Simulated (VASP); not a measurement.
Runs of VASP 6.6.1 on Sr2O5 (cubic X2O5 type). The structure is that of space group Pn-3m (No. 224), or close to it. The cells are those of the table. 

```tsv
cell	k mesh	gap on the mesh (eV)	pressure (GPa)
a = 5.881 Å, 14 atoms	7 × 7 × 7	none	-2.5
a = 5.804 Å, 14 atoms	7 × 7 × 7	none	0.4
a = 5.726 Å, 14 atoms	10 × 10 × 10	none	3.9
a = 5.765 Å, 14 atoms	10 × 10 × 10	none	(a)
a = 5.843 Å, 14 atoms	7 × 7 × 7	none	-1.1
a = 5.686 Å, 14 atoms	10 × 10 × 10	none	(b)
```

Alike in all rows: task single point; level PBE; potentials or basis VASP PAW PBE potentials, release 64 (Sr_sv, O); no spin polarisation; cutoff (eV) 520; smearing fermi-dirac 0.0612256 eV.

Task: Fill in the values left out.

Result: (a) 2.0; (b) 6.0.

Caveats: semilocal functionals underestimate gaps, so a narrow gap can read as zero; the cell stands under pressure (at least some runs).

A k mesh can miss the band edges, and the runs leave out spin-orbit coupling on Sr.

A gap of «none» marks levels without a gap at the run's occupations.
